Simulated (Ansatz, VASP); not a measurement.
## C: VASP beside Ansatz

The input INCAR:

```
  ALGO = Normal
  EDIFF = 1E-6
  ENCUT = 520
  GGA = PS
  ISIF = 2
  ISMEAR = -1
  LASPH = True
  LCHARG = True
  LELF = True
  LREAL = False
  LVHAR = True
  LWAVE = False
  NBANDS = 8
  NELM = 80
  PREC = Accurate
  SIGMA = 0.08
```

File KPOINTS:

```
k-points
0
Gamma
  22 22 22
```

The input POSCAR:

```
C
1.0
   -0.9876638210      0.9876638210      0.9876638210
    0.9876638210     -0.9876638210      0.9876638210
    0.9876638210      0.9876638210     -0.9876638210
C
1
Direct
    0.0000000000      0.0000000000      0.0000000000
```

Input for Ansatz:

```yaml
crystal:
  lattice:
    - [-0.987663821, 0.987663821, 0.987663821]
    - [0.987663821, -0.987663821, 0.987663821]
    - [0.987663821, 0.987663821, -0.987663821]
  atoms:
    - { symbol: C, position: [0.0, 0.0, 0.0] }
kpoints:
  mp_grid: { grid: [22, 22, 22] }
scf:
  occupations: { method: fermi_dirac, width: 0.08 }
hamiltonian:
  xc: pbesol
  pseudopotentials: { kind: all_electron, lapw: { basis_error: 0.001 } }
output:
  forces: true
  stress: true
  eigenvalues: true
  populations: true
```

Change from the starting cell: volume scaled by 0.6, LAPW.

Alike in both runs: task single point; functional PBEsol; k mesh 22 × 22 × 22; occupations fermi-dirac, width 0.08 eV; no spin polarisation.

|  | VASP | Ansatz |
| --- | --- | --- |
| version | VASP 6.6.1 | Ansatz 0.2.0 |
| potentials or method | VASP PAW PBE potentials, release 64 (C), cutoff 520 eV | all-electron LAPW, scalar-relativistic |

|  | VASP | Ansatz | Ansatz less VASP |
| --- | --- | --- | --- |
| pressure (GPa) | 297.6 | 296.1 | -1.51 |

VASP's potentials were made for PBE, not for PBEsol. Both programs put the cell under a high pressure, so it lies far from rest at this level. Ansatz ran all-electron here, and VASP with PAW potentials.

Noted on VASP's run: the cell as given lies far from equilibrium.
